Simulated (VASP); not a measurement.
Wanted: the native input for a VASP 6.6.1 run.

- Task: single point
- Functional: PBE
- Potentials or basis: VASP PAW PBE potentials, release 64 (Hf_pv, O)
- Cutoff: 520 eV
- k mesh: 6 × 6 × 6
- Occupations: gaussian, width 0.05 eV
- Spin: no spin polarisation
- Dipole correction: no
- Further INCAR settings: ALGO = Normal; EDIFF = 1e-06; NBANDS = 56

The structure of HfO2 lies in POSCAR:

```
HfO2
1.0
    5.0738185359      0.0000000000      0.0139480913
    0.0000000000      5.2004869375      0.0000000000
   -0.8370060770      0.0000000000      5.1614050153
Hf O
4 8
Direct
    0.2772081572      0.0414802693      0.2085508687
    0.7227918428      0.5414802693      0.2914491313
    0.7227918428      0.9585197307      0.7914491313
    0.2772081572      0.4585197307      0.7085508687
    0.4447720500      0.7597512349      0.4827930019
    0.5552279500      0.2597512349      0.0172069981
    0.5552279500      0.2402487651      0.5172069981
    0.4447720500      0.7402487651      0.9827930019
    0.0782383261      0.3501352941      0.3294238758
    0.9217616739      0.8501352941      0.1705761242
    0.9217616739      0.6498647059      0.6705761242
    0.0782383261      0.1498647059      0.8294238758
```

One way to write it, as run:

INCAR

```
SYSTEM = HfO2
PREC = Accurate
ENCUT = 520
EDIFF = 1E-6
ISMEAR = 0
SIGMA = 0.05
LREAL = .FALSE.
LASPH = .TRUE.
NELM = 60
ALGO = Normal
ISIF = 2
LWAVE = .FALSE.
LCHARG = .FALSE.
GGA = PE
NBANDS = 56
```

KPOINTS

```
Automatic mesh
0
G
  6 6 6
  0 0 0
```

Potentials or basis: VASP PAW PBE potentials, release 64 (Hf_pv, O).

Launch:

```bash
$ cat potpaw_PBE.64/Hf_pv/POTCAR potpaw_PBE.64/O/POTCAR > POTCAR
$ mpirun -np 1 vasp_std > vasp.out
```

Results of the run:

| Quantity | Value |
| --- | --- |
| Pressure | 4.1 GPa |
| Largest force | 0.072 eV/Å |
| Band gap on the k mesh | 4.11 eV (least direct gap 4.21 eV) |

Caveat: the cell stands under pressure; spin-orbit coupling is left out, which moves the levels of the heavy elements.

Wall time 4.9 min on 1 thread of Intel(R) Xeon(R) 6975P-C (Granite Rapids), with other jobs on the host, peak memory 0.54 GiB.
